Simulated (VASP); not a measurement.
A run of VASP 6.6.1 is set up as follows.

INCAR

```
  ALGO = Fast
  EDIFF = 1E-6
  ENCUT = 520
  GGA = PE
  ISIF = 2
  ISMEAR = 0
  LASPH = T
  LCHARG = F
  LREAL = F
  LWAVE = F
  NBANDS = 18
  NELM = 60
  PREC = Accurate
  SIGMA = 0.1
```

Contents of KPOINTS:

```
k-points
0
Gamma
  18 18 12
```

File POSCAR:

```
Au
1.0
    2.0789480791      2.0789480791      0.0000000000
   -2.0789480791      2.0789480791      0.0000000000
    0.0000000000      0.0000000000      4.1994751199
Au
2
Direct
    0.0000000000      0.0000000000      0.0000000000
    0.5000000000      0.5000000000      0.5000000000
```

Potentials or basis: VASP PAW PBE potentials, release 64 (Au).

The run is started by

```console
$ cat potpaw_PBE.64/Au/POTCAR > POTCAR
$ mpirun -np 1 vasp_std > vasp.out
```

**Question.** Predict the band gap on the k mesh.

**Answer.** Zero (bands 11 and 12 overlap by 7.01 eV).

**Question.** Predict the pressure.

**Answer.** -1.5 GPa.

Stress tensor (GPa, compression positive):
```
-1.32  0.00  0.00
 0.00 -1.32  0.00
 0.00  0.00 -1.78
```

Caveat: the cell differs from its parent crystal (strain along c alone, the other axes held: +1.0 %); spin-orbit coupling is left out, which moves the levels of the heavy elements.
